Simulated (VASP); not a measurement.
Runs of VASP 6.6.1 on BaHfO3. The structure is that of space group Pm-3m (No. 221), or close to it. The cells are those of the table. 

| cell | gap on the mesh (eV) | pressure (GPa) |
| --- | --- | --- |
| a = 4.344, b = 4.344, c = 4.102 Å, 5 atoms | 3.75 | (b) |
| a = 4.094, b = 4.094, c = 4.222 Å, 5 atoms | (a) | 5.0 |
| a = 4.261, b = 4.261, c = 4.127 Å, 5 atoms | 3.92 | -4.9 |
| a = 4.094, b = 4.094, c = 4.227 Å, 5 atoms | 4.07 | 4.8 |
| a = 4.177 Å, 5 atoms | 4.11 | -0.7 |
| a = 4.261, b = 4.261, c = 4.138 Å, 5 atoms | 3.92 | (c) |

Alike in all rows: task single point; level r2SCAN; potentials or basis VASP PAW PBE potentials, release 64 (Ba_sv, Hf_pv, O); no spin polarisation; k mesh 6 × 6 × 6; cutoff (eV) 520; smearing gaussian 0.02 eV.

Question: Estimate the missing entries.

Answer: (a) 4.08; (b) -9.0; (c) -5.4.

Caveats: the PAW data sets were made with another functional, which shifts forces and pressure a little; spin-orbit coupling is left out, which moves the levels of the heavy elements.

A k mesh can miss the band edges, and the runs leave out spin-orbit coupling on Ba, Hf.
